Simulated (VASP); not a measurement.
# Na (P2_1/m) in VASP: notebook

The runs below take Na through single point, with PBEsol.

All numbers are computed with VASP 6.6.1; they aren't measurements. Logs are shortened: lines on timing, memory, paths and dates and some standing lists are left out, and cuts for length are marked.

**1. The cell of the first run**

The structure is monoclinic, space group P2_1/m (No. 11). Conventional cell: a = 3.727 Å, b = 3.727 Å, c = 5.224 Å, α = 90.00°, β = 90.00°, γ = 90.00°. Within 3.9 Å of Na (site symmetry m) lie 10 Na at 2.91 to 3.89 Å.

**2. Single point, PBEsol (atoms displaced along several vibrational modes)**

File INCAR:

```
SYSTEM = Na
ALGO = Fast
EDIFF = 1E-6
ENCUT = 520
GGA = PS
ISIF = 2
ISMEAR = 0
LASPH = .TRUE.
LCHARG = .FALSE.
LREAL = .FALSE.
LWAVE = .FALSE.
NBANDS = 14
NELM = 100
PREC = Accurate
SIGMA = 0.15
```

File KPOINTS:

```
k-points
0
G
  12 12 10
  0 0 0
```

File POSCAR:

```
Na
1.0
    0.0000000000     -3.7271439106      0.0000000000
   -3.7271439106      0.0000000000      0.0000000000
    0.0000000000      0.0000000000     -5.2241838134
Na
2
Direct
    0.5000000000      0.6094671979      0.5604879176
    0.0000000000     -0.1094671979     -0.0604879176
```

Potentials or basis: VASP PAW PBE potentials, release 64 (Na_pv).

Started as:

```bash
cat potpaw_PBE.64/Na_pv/POTCAR > POTCAR
mpirun -np 1 vasp_std > vasp.out
```

OUTCAR:

```text
SYSTEM = Na
   EDIFF = 1E-6
   ENCUT = 520
   GGA = PS
   ISIF = 2
   ISMEAR = 0
   LASPH = .TRUE.
   LREAL = .FALSE.
   NELM = 100
   PREC = Accurate

 ion  position               nearest neighbor table
   1  0.500  0.609  0.560-
   2  0.000  0.891  0.940-

  LATTYP: Found a simple tetragonal cell.
 ALAT       =     3.7271439106
 C/A-ratio  =     1.4016587335

  Lattice vectors:

 A1 = (   0.0000000000,  -3.7271439106,   0.0000000000)
 A2 = (  -3.7271439106,   0.0000000000,   0.0000000000)
 A3 = (   0.0000000000,   0.0000000000,  -5.2241838134)

Analysis of symmetry for initial positions (statically):
=====================================================================
 Subroutine PRICEL returns:
 Original cell was already a primitive cell.

 Routine SETGRP: Setting up the symmetry group for a
 simple tetragonal supercell.

 Subroutine GETGRP returns: Found  4 space group operations
 (whereof  2 operations were pure point group operations)
 out of a pool of 16 trial point group operations.

The static configuration has the point symmetry C_1h.
 The point group associated with its full space group is C_2h.

Analysis of symmetry for dynamics (positions and initial velocities):
=====================================================================
 Subroutine PRICEL returns:
 Original cell was already a primitive cell.

 Routine SETGRP: Setting up the symmetry group for a
 simple tetragonal supercell.

 Subroutine GETGRP returns: Found  4 space group operations
 (whereof  2 operations were pure point group operations)
 out of a pool of 16 trial point group operations.

The dynamic configuration has the point symmetry C_1h.
 The point group associated with its full space group is C_2h.

 Subroutine INISYM returns: Found  4 space group operations
 (whereof  2 operations are pure point group operations),
 and found     1 'primitive' translations

----------------------------------------------------------------------------------------

                                     Primitive cell

  volume of cell :      72.5723

  direct lattice vectors                    reciprocal lattice vectors
     0.000000000 -3.727143911  0.000000000     0.000000000 -0.268301956  0.000000000
    -3.727143911  0.000000000  0.000000000    -0.268301956  0.000000000  0.000000000
     0.000000000  0.000000000 -5.224183813     0.000000000  0.000000000 -0.191417461

  length of vectors
     3.727143911  3.727143911  5.224183813     0.268301956  0.268301956  0.191417461

  position of ions in fractional coordinates (direct lattice)
     0.500000000  0.609467198  0.560487918
     0.000000000  0.890532802  0.939512082

  ion indices of the primitive-cell ions
   primitive index   ion index
                 1           1
                 2           2

----------------------------------------------------------------------------------------

 KPOINTS: k-points

Automatic generation of k-mesh.
 Grid dimensions read from file:
 generate k-points for:   12   12   10

 Generating k-lattice:

  Cartesian coordinates                     Fractional coordinates (reciprocal lattice)
     0.000000000 -0.022358496  0.000000000     0.083333333  0.000000000  0.000000000
    -0.022358496  0.000000000  0.000000000     0.000000000  0.083333333  0.000000000
     0.000000000  0.000000000 -0.019141746     0.000000000  0.000000000  0.100000000

  Length of vectors
     0.022358496  0.022358496  0.019141746

  Shift w.r.t. Gamma in fractional coordinates (k-lattice)
     0.000000000  0.000000000  0.000000000

 Subroutine IBZKPT returns following result:
 ===========================================

 Found    434 irreducible k-points:

 Following reciprocal coordinates:
            Coordinates               Weight
  0.000000  0.000000  0.000000      1.000000
  0.083333  0.000000  0.000000      2.000000
  0.000000  0.083333  0.000000      2.000000
  0.166667  0.000000  0.000000      2.000000
  0.000000  0.166667  0.000000      2.000000
  0.250000  0.000000  0.000000      2.000000
[... 16 lines left out ...]
  0.500000  0.083333  0.000000      2.000000
 -0.083333  0.500000  0.000000      2.000000
 [... further k-points ...]
   k-points           NKPTS =    434   k-points in BZ     NKDIM =    434   number of bands    NBANDS=     14
   number of dos      NEDOS =    301   number of ions     NIONS =      2
   total plane-waves  NPLWV =  31360
   dimension x,y,z NGX =    28 NGY =   28 NGZ =   40
   dimension x,y,z NGXF=    56 NGYF=   56 NGZF=   80
   ions per type =               2
   NGX,Y,Z   is equivalent  to a cutoff of  12.49, 12.49, 12.73 a.u.
   NGXF,Y,Z  is equivalent  to a cutoff of  24.98, 24.98, 25.46 a.u.
 SYSTEM =  Na
   PREC   = accura    normal or accurate (medium, high low for compatibility)
   ISTART =      0    job   : 0-new  1-cont  2-samecut
   ICHARG =      2    charge: 1-file 2-atom 10-const
   ISPIN  =      1    spin polarized calculation?
   LNONCOLLINEAR =      F non collinear calculations
   LSORBIT =      F    spin-orbit coupling
   LASPH  =      T    aspherical Exc in radial PAW
   ENCUT  =  520.0 eV  38.22 Ry    6.18 a.u.   6.93  6.93  9.71*2*pi/ulx,y,z
   NELM   =    100;   NELMIN=  2; NELMDL= -5     # of ELM steps
   EDIFF  = 0.1E-05   stopping-criterion for ELM
   LREAL  =      F    real-space projection
   EDIFFG = 0.1E-04   stopping-criterion for IOM
   NSW    =      0    number of steps for IOM
   IBRION =     -1    ionic relax: 0-MD 1-quasi-New 2-CG
   NFREE  =      0    steps in history (QN), initial steepest desc. (CG)
   ISIF   =      2    stress and relaxation
   ISYM   =      2    0-nonsym 1-usesym 2-fastsym
   POTIM  = 0.5000    time-step for ionic-motion
   TEBEG  =    0.0;   TEEND  =   0.0 temperature during run
   PSTRESS=    0.0 pullay stress
   NELECT =      14.0000    total number of electrons
   NUPDOWN=      -1.0000    fix difference up-down
   EMIN   =  10.00;   EMAX   =-10.00  energy-range for DOS
   EFERMI =   0.00;   METHOD = LEGACY
   ISMEAR =     0;   SIGMA  =   0.15  broadening in eV -4-tet -1-fermi 0-gaus
   EFERMI_NEDOS =   21; number of points for ismear=-14 and -15
   IALGO  =     68    algorithm
   IMIX   =      4    mixing-type and parameters
     AMIX     =   0.40;   BMIX     =  1.00
     AMIX_MAG =   1.60;   BMIX_MAG =  1.00
  volume/ion in A,a.u.               =      36.29       244.87
  Fermi-wavevector in a.u.,A,eV,Ry     =   0.945933  1.787555 12.174358  0.894790
  Thomas-Fermi vector in A             =   2.073883
   LORBIT       =      0    0 simple, 1 ext, 2 COOP (PROOUT), +10 PAW based schemes
   GGA     = PS    functional components
   LHFCALC =     F    Hartree Fock is set to
   AEXX    =    0.0000 exact exchange contribution
   IVDW    =     0    specifies the selected vdW correction
   LEPSILON=     F    determine dielectric tensor
   LRPA    =     F    only Hartree local field effects (RPA)
 non-spin polarized calculation
 RMM-DIIS sequential band-by-band and
 Gauss-broadening in eV      SIGMA  =   0.15
  energy-cutoff  :      520.00
  volume of cell :       72.57
 maximum number of plane-waves:      1979
   NGX = 13   NGY = 13   NGZ = 19

 number of electron      13.9999989 magnetization

 Free energy of the ion-electron system (eV)
  ---------------------------------------------------
  ext. energy  EPLUGINS =         0.00000000
  ---------------------------------------------------
  free energy    TOTEN  =        -2.47278552 eV

  energy without entropy =       -2.46346144  energy(sigma->0) =       -2.46812348

 E-fermi :   0.3771     XC(G=0):  -6.5226

 val. band max:        0.3519957190   @ k =   0.0000  -0.3333   0.4000
 cond. band min:       0.3816219790   @ k =  -0.2500   0.5000   0.0000
 fundamental gap:      0.0296262600
 Fermi energy:         0.3771382277

 k-point     1 :       0.0000    0.0000    0.0000
  band No.  band energies     occupation
      1     -24.6496      2.00000
      2     -24.6097      2.00000
      3     -24.5554      2.00000
      4     -24.5461      2.00000
      5     -24.5405      2.00000
      6     -24.5397      2.00000
      7      -2.9660      2.00000
      8       2.3407      0.00000
      9       2.6920      0.00000
     10       6.6520      0.00000
     11       7.4330      0.00000
     12       7.4747      0.00000
     13       8.8880      0.00000
     14      11.6792      0.00000

 k-point     2 :       0.0833    0.0000    0.0000
  band No.  band energies     occupation
      1     -24.6493      2.00000
      2     -24.6124      2.00000
      3     -24.5551      2.00000
      4     -24.5462      2.00000
      5     -24.5412      2.00000
      6     -24.5389      2.00000
      7      -2.8879      2.00000
      8       2.4086      0.00000
      9       2.7543      0.00000
     10       5.7649      0.00000
     11       7.4841      0.00000
     12       7.7443      0.00000
     13       9.6453      0.00000
     14      10.6369      0.00000

 k-point     3 :       0.0000    0.0833    0.0000
  band No.  band energies     occupation
      1     -24.6496      2.00000
      2     -24.6094      2.00000
      3     -24.5577      2.00000
      4     -24.5458      2.00000
      5     -24.5405      2.00000
      6     -24.5400      2.00000
      7      -2.8882      2.00000
      8       2.4083      0.00000
      9       2.7611      0.00000
     10       5.7186      0.00000
     11       7.5370      0.00000
     12       7.7345      0.00000
     13       9.6467      0.00000
     14      10.7445      0.00000
[... 324 lines left out ...]
 k-point    23 :       0.5000    0.0833    0.0000
  band No.  band energies     occupation
      1     -24.6460      2.00000
      2     -24.6460      2.00000
      3     -24.5509      2.00000
      4     -24.5509      2.00000
      5     -24.5414      2.00000
      6     -24.5414      2.00000
      7      -0.1656      2.00000
      8      -0.1656      2.00000
      9       4.8474      0.00000
     10       4.8474      0.00000
     11       5.5157      0.00000
     12       5.5157      0.00000
     13       8.6782      0.00000
     14       8.6782      0.00000

 k-point    24 :      -0.0833    0.5000    0.0000
  band No.  band energies     occupation
      1     -24.6512      2.00000
      2     -24.6086      2.00000
      3     -24.5809      2.00000
      4     -24.5512      2.00000
      5     -24.5421      2.00000
      6     -24.5412      2.00000
      7      -0.2226      2.00000
      8      -0.1058      1.99999
      9       4.7370      0.00000
     10       5.0133      0.00000
     11       5.3627      0.00000
     12       5.4806      0.00000
     13       8.4861      0.00000
     14       8.8945      0.00000

 [... further k-points ...]

------------------------ aborting loop because EDIFF is reached ----------------------------------------

  FORCE on cell =-STRESS in cart. coord.  units (eV):
  Direction    XX          YY          ZZ          XY          YZ          ZX
  --------------------------------------------------------------------------------------
  -------------------------------------------------------------------------------------
  Total       -0.0607823      0.8530199      0.7494462      0.0000000      0.0000000      0.5214733
  in kB       -1.3418893     18.8321097     16.5455154      0.0000000      0.0000000     11.5125599
  external PRESSURE =      11.3452453 kB  Pullay stress =       0.0000000 kB

 VOLUME and BASIS-vectors are now :
 -----------------------------------------------------------------------------
  energy-cutoff  :      520.00
  volume of cell :       72.57
      direct lattice vectors                 reciprocal lattice vectors
     0.000000000 -3.727143911  0.000000000     0.000000000 -0.268301956  0.000000000
    -3.727143911  0.000000000  0.000000000    -0.268301956  0.000000000  0.000000000
     0.000000000  0.000000000 -5.224183813     0.000000000  0.000000000 -0.191417461

 POSITION                                       TOTAL-FORCE (eV/Angst)
 -----------------------------------------------------------------------------------
     -2.27157     -1.86357     -2.92809         0.370843      0.000000      0.701429
     -3.31914      0.00000     -4.90818        -0.370843      0.000000     -0.701429
 -----------------------------------------------------------------------------------
    total drift:                               -0.000000     -0.000000     -0.000000

  FREE ENERGIE OF THE ION-ELECTRON SYSTEM (eV)
  ---------------------------------------------------
  free  energy   TOTEN  =        -2.4727855167 eV

  energy  without entropy=       -2.4634614442  energy(sigma->0) =       -2.46812348
```

Wall time 2.1 min (1 thread of AMD EPYC 9R45 (Zen 5), shared host); peak memory 0.38 GiB.

Results:

```yaml
Free_energy: -2.4728 eV
Pressure: 1.1 GPa
Largest_force: 0.793 eV/Å
Band_gap_on_the_k_mesh: zero (bands 7 and 8 overlap by 4.19 eV)
```

Forces on the atoms (eV/Å):
```
Na   0.371  0.000  0.701
Na  -0.371  0.000 -0.701
```

Stress tensor (GPa, compression positive):
```
-0.13  0.00  1.15
 0.00  1.88  0.00
 1.15  0.00  1.65
```

Levels at points of the mesh, in eV from the Fermi level:
| k point | band 3 | band 4 | band 5 | band 6 | band 7 | band 8 | band 9 | band 10 | band 11 | band 12 |
| --- | --- | --- | --- | --- | --- | --- | --- | --- | --- | --- |
| (0.00, 0.00, 0.00) | -24.93 | -24.92 | -24.92 | -24.92 | -3.34 | 1.96 | 2.31 | 6.27 | 7.06 | 7.10 |
| (0.50, 0.00, 0.00) | -24.93 | -24.93 | -24.92 | -24.92 | -0.62 | -0.62 | 4.40 | 4.40 | 5.09 | 5.09 |
| (0.00, 0.50, 0.00) | -24.96 | -24.93 | -24.92 | -24.92 | -0.68 | -0.55 | 4.30 | 4.57 | 4.97 | 5.04 |
| (0.50, 0.50, 0.00) | -24.94 | -24.94 | -24.92 | -24.92 | 1.75 | 1.75 | 2.25 | 2.25 | 6.50 | 6.50 |
| (0.00, 0.00, 0.50) | -24.94 | -24.92 | -24.92 | -24.92 | -2.24 | -1.57 | 6.97 | 7.63 | 7.71 | 7.90 |
| (0.50, 0.00, 0.50) | -24.93 | -24.93 | -24.91 | -24.91 | 0.38 | 0.38 | 1.18 | 1.18 | 9.81 | 9.81 |
| (0.00, 0.50, 0.50) | -24.96 | -24.92 | -24.92 | -24.92 | 0.39 | 0.43 | 1.04 | 1.23 | 9.42 | 9.95 |
| (0.50, 0.50, 0.50) | -24.94 | -24.94 | -24.92 | -24.92 | 2.62 | 2.62 | 2.99 | 2.99 | 3.56 | 3.56 |

Caveat: the cell differs from its parent crystal (atoms displaced along several vibrational modes); the PAW data sets were made with another functional, which shifts forces and pressure a little.

**3. Single point, PBEsol (atoms displaced along several vibrational modes)**

File INCAR:

```
  PREC = Accurate
  ENCUT = 520
  EDIFF = 1E-6
  ISMEAR = 0
  SIGMA = 0.15
  LREAL = False
  LASPH = True
  NELM = 100
  ALGO = Fast
  ISIF = 2
  LWAVE = False
  LCHARG = True
  GGA = PS
  LELF = True
  LVHAR = True
  NBANDS = 14
```

File KPOINTS:

```
Automatic mesh
0
Gamma
  12 12 10
```

File POSCAR:

```
Na
1.0
    0.0000000000     -3.7271439106      0.0000000000
   -3.7271439106      0.0000000000      0.0000000000
    0.0000000000      0.0000000000     -5.2241838134
Na
2
Direct
    0.5000000000      0.6094671979      0.5201562586
    0.0000000000     -0.1094671979     -0.0201562586
```

Potentials or basis: VASP PAW PBE potentials, release 64 (Na_pv).

Started as:

```bash
cat potpaw_PBE.64/Na_pv/POTCAR > POTCAR
mpirun -np 1 vasp_std > vasp.out
```

It took 2.1 min on 1 thread of AMD EPYC 9R45 (Zen 5), shared host; peak memory 0.38 GiB.

It converged, with:

```
Free energy            : -2.6672 eV
Pressure               : 0.4 GPa
Largest force          : 0.338 eV/Å
Band gap on the k mesh : zero (bands 7 and 8 overlap by 4.60 eV)
```

Forces on the atoms (eV/Å):
```
Na   0.252  0.000  0.225
Na  -0.252  0.000 -0.225
```

Stress tensor (GPa, compression positive):
```
-0.61  0.00  0.38
 0.00  0.71  0.00
 0.38  0.00  1.17
```

Levels at points of the mesh, in eV from the Fermi level:
| k point | band 4 | band 5 | band 6 | band 7 | band 8 | band 9 | band 10 | band 11 |
| --- | --- | --- | --- | --- | --- | --- | --- | --- |
| (0.00, 0.00, 0.00) | -24.84 | -24.84 | -24.84 | -3.33 | 1.84 | 2.41 | 6.41 | 7.08 |
| (0.50, 0.00, 0.00) | -24.86 | -24.84 | -24.84 | -0.60 | -0.60 | 4.28 | 4.28 | 5.21 |
| (0.00, 0.50, 0.00) | -24.86 | -24.84 | -24.84 | -0.68 | -0.52 | 4.14 | 4.46 | 5.11 |
| (0.50, 0.50, 0.00) | -24.86 | -24.85 | -24.85 | 1.80 | 1.80 | 2.25 | 2.25 | 6.33 |
| (0.00, 0.00, 0.50) | -24.84 | -24.84 | -24.84 | -2.03 | -1.80 | 7.37 | 7.60 | 8.00 |
| (0.50, 0.00, 0.50) | -24.84 | -24.84 | -24.84 | 0.51 | 0.51 | 1.04 | 1.04 | 9.96 |
| (0.00, 0.50, 0.50) | -24.85 | -24.85 | -24.84 | 0.55 | 0.57 | 0.92 | 1.02 | 9.84 |
| (0.50, 0.50, 0.50) | -24.86 | -24.84 | -24.84 | 2.80 | 2.80 | 3.07 | 3.07 | 3.31 |

Caveat: the cell differs from its parent crystal (atoms displaced along several vibrational modes); the PAW data sets were made with another functional, which shifts forces and pressure a little.

The gap in the log of VASP goes by the Fermi energy; the results here count the filled bands.